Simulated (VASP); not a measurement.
**SnO: single point with PBE+D3(BJ)**

SnO:

```
Sn O
1.0
     3.83710    0.04317    0.00000
     0.04317    3.83710    0.00000
     0.00000    0.00000    4.76213
Sn O
2 2
Direct
  0.00000 0.50000 0.24324
  0.50000 0.00000 0.75676
  0.00000 0.00000 0.00000
  0.50000 0.50000 0.00000
```

This cell differs from its parent crystal: strain +0.0225 x Voigt [0, 0, 0, 0, 0, 1].

```json
{
  "Program": "VASP 6.6.1",
  "Task": "single point",
  "Functional": "PBE",
  "Dispersion": "D3(BJ)",
  "Potentials or basis": "VASP PAW PBE potentials, release 64 (Sn_d, O)",
  "Cutoff": "520 eV",
  "k mesh": "12 × 12 × 10",
  "Occupations": "gaussian, width 0.15 eV",
  "Spin": "no spin polarisation"
}
```

- Pressure: 0.2 GPa
- Largest force: 0.086 eV/Å
- Band gap on the k mesh: zero (bands 20 and 21 overlap by 0.02 eV)
- Dispersion energy per atom: -0.235 eV

Forces in eV/Å, atoms in the order of the input:
```
Sn   0.000  0.000  0.086
Sn   0.000  0.000 -0.086
O    0.000  0.000  0.000
O    0.000  0.000  0.000
```

Stress tensor (GPa, compression positive):
```
 0.23 -1.85  0.00
-1.85  0.23  0.00
 0.00  0.00  0.23
```

Levels at points of the mesh, in eV from the Fermi level:
```tsv
k point	band 18	band 19	band 20	band 21	band 22	band 23
(0.00, 0.00, 0.00)	-3.30	-3.00	-0.11	2.04	4.35	4.51
(0.50, 0.00, 0.00)	-4.79	-2.77	-2.77	3.18	3.18	5.68
(0.50, 0.50, 0.00)	-2.40	-2.02	-1.89	-0.12	-0.08	4.36
(0.00, 0.00, 0.50)	-3.12	-3.02	-2.18	1.61	2.65	2.81
(0.50, 0.00, 0.50)	-4.74	-1.77	-1.77	2.59	2.59	5.17
(0.50, 0.50, 0.50)	-2.69	-2.60	-2.40	2.22	2.26	4.06
```

It took 6.9 min on 1 thread of Intel(R) Xeon(R) Platinum 8375C CPU @ 2.90GHz (Ice Lake), with other jobs on the host, peak memory 0.49 GiB.

Caveat: the cell differs from its parent crystal (strain +0.0225 x Voigt [0, 0, 0, 0, 0, 1]); semilocal functionals underestimate gaps, so a narrow gap can read as zero; spin-orbit coupling is left out, which moves the levels of the heavy elements.
